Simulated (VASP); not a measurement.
**Y: single point with PBE**

The system is Y.

```
Y
1.0
     2.93032    0.00000    0.00000
    -1.46516    2.53773    0.00000
     0.00000    0.00000    4.86587
Y
2
Direct
  0.33333 0.66667 0.25000
  0.66667 0.33333 0.75000
```

* Program: VASP 6.6.1
* Task: single point
* Functional: PBE
* Potentials or basis: VASP PAW PBE potentials, release 64 (Y_sv)
* Cutoff: 520 eV
* k mesh: 14 × 14 × 7
* Occupations: fermi-dirac, width 0.05 eV
* Spin: no spin polarisation
* Dipole correction: no
* Further INCAR settings: ALGO = Normal; EDIFF = 1e-06; NBANDS = 18

```json
{
 "Pressure": "56.0 GPa",
 "Band gap on the k mesh": "zero (bands 11 and 12 overlap by 2.58 eV)"
}
```

Stress tensor (GPa, compression positive):
```
56.16  0.00  0.00
 0.00 56.16  0.00
 0.00  0.00 55.67
```

Levels at points of the mesh, in eV from the Fermi level:
| k point | band 9 | band 10 | band 11 | band 12 | band 13 | band 14 |
| --- | --- | --- | --- | --- | --- | --- |
| (0.00, 0.00, 0.00) | -4.75 | -2.81 | 1.88 | 2.19 | 2.19 | 3.22 |
| (0.50, 0.00, 0.00) | -2.94 | -2.31 | -1.87 | 1.96 | 2.27 | 2.46 |

It took 28 s on 1 thread of Intel(R) Xeon(R) Platinum 8488C (Sapphire Rapids) (shared host), peak memory 0.2 GiB.

Caveat: the cell stands under pressure.
